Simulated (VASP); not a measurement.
SrFe3: single point with PBEsol

SrFe3:

```
Sr Fe
1.0
     4.00106    0.00000    0.00000
     0.00000    4.00106    0.00000
     0.00000    0.00000    4.00106
Sr Fe
1 3
Direct
  0.00000 0.00000 0.00000
  0.01250 0.50000 0.50000
  0.50000 0.50000 0.00000
  0.50000 0.00000 0.50000
```

This cell differs from its parent crystal: atom 2 (Fe) moved 0.05 Å along x.

```json
{
 "Program": "VASP 6.6.1",
 "Task": "single point",
 "Functional": "PBEsol",
 "Potentials or basis": "VASP PAW PBE potentials, release 64 (Sr_sv, Fe)",
 "Cutoff": "520 eV",
 "k mesh": "8 × 8 × 8",
 "Occupations": "gaussian, width 0.05 eV",
 "Spin": "collinear spin, ferromagnetic start",
 "Starting moments": "[0.0, 2.84, 2.84, 2.84] μB",
 "Dipole correction": "no",
 "Further INCAR settings": "ALGO = Fast; EDIFF = 1e-06; NBANDS = 29"
}
```

```
Pressure                                              : 0.4 GPa
Largest force                                         : 0.087 eV/Å
Net moment                                            : 7.47 μB per cell
Site moments                                          : Sr -0.09; Fe +2.53 μB
Valence electrons inside the program's atomic spheres : Sr 8.35; Fe 6.95
```

Forces on the atoms (eV/Å):
```
Sr  -0.059  0.000  0.000
Fe   0.087  0.000  0.000
Fe  -0.014  0.000  0.000
Fe  -0.014  0.000  0.000
```

Stress tensor (GPa, compression positive):
```
0.46 0.00 0.00
0.00 0.39 0.00
0.00 0.00 0.39
```

Levels at points of the mesh, in eV from the Fermi level:
Spin up:
```tsv
k point	band 18	band 19	band 20	band 21	band 22	band 23	band 24	band 25
(0.00, 0.00, 0.00)	-0.87	-0.87	-0.87	2.84	2.91	2.91	2.91	2.98
(0.50, 0.00, 0.00)	-1.86	-1.86	-1.59	-0.86	2.25	2.25	2.62	6.48
(0.00, 0.50, 0.00)	-1.86	-1.85	-1.59	-0.87	2.26	2.26	2.63	6.48
(0.50, 0.50, 0.00)	-2.08	-1.94	-1.56	-0.85	0.93	0.93	3.51	3.51
(0.00, 0.50, 0.50)	-2.10	-1.94	-1.55	-0.85	0.93	0.93	3.50	3.50
(0.50, 0.50, 0.50)	-1.07	-1.07	-0.70	1.51	1.51	1.52	2.00	2.00
```
Spin down:
```
           k point  band 12  band 13  band 14  band 15  band 16  band 17
(0.00, 0.00, 0.00)     0.12     0.12     0.12     1.22     1.22     1.31
(0.50, 0.00, 0.00)    -0.54    -0.54    -0.54     0.29     0.48     0.61
(0.00, 0.50, 0.00)    -0.58    -0.55    -0.52     0.32     0.48     0.58
(0.50, 0.50, 0.00)    -0.60    -0.60    -0.07    -0.02     0.06     0.19
(0.00, 0.50, 0.50)    -0.60    -0.60    -0.06    -0.04     0.08     0.18
(0.50, 0.50, 0.50)    -0.40     0.34     0.34     0.34     0.44     0.44
```

It took 5 min on 1 thread of Intel(R) Xeon(R) Platinum 8488C (Sapphire Rapids) (shared host), peak memory 0.34 GiB.

Caveat: the cell differs from its parent crystal (atom 2 (Fe) moved 0.05 Å along x); the PAW data sets were made with another functional, which shifts forces and pressure a little.
